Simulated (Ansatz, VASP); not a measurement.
# Two plane-wave programs on Al

```xyz
1
Lattice="0.0000 1.9511 1.9511 1.9511 0.0000 1.9511 1.9511 1.9511 0.0000" Properties=species:S:1:pos:R:3 pbc="T T T"
Al    0.0000    0.0000    0.0000
```

Change from the starting cell: volume scaled by 0.94, PAW files.

Alike in both runs: task single point; functional LDA; k mesh 18 × 18 × 18; occupations fermi-dirac, width 0.05 eV; no spin polarisation.

|  | VASP | Ansatz |
| --- | --- | --- |
| version | VASP 6.6.1 | Ansatz 0.2.0 |
| potentials or method | VASP PAW LDA potentials, release 64 (Al) | PAW with Ansatz's default frozen-core files, scalar-relativistic |
| plane-wave cutoff (eV) | 520 | 420 |
| valence electrons in the cell | 3 | 3 |

```csv
,VASP,Ansatz,Ansatz less VASP
pressure (GPa),6.0,5.9,-0.13
```

LDA's correlation is that of Perdew and Zunger in VASP and of Perdew and Wang (1992) in Ansatz.
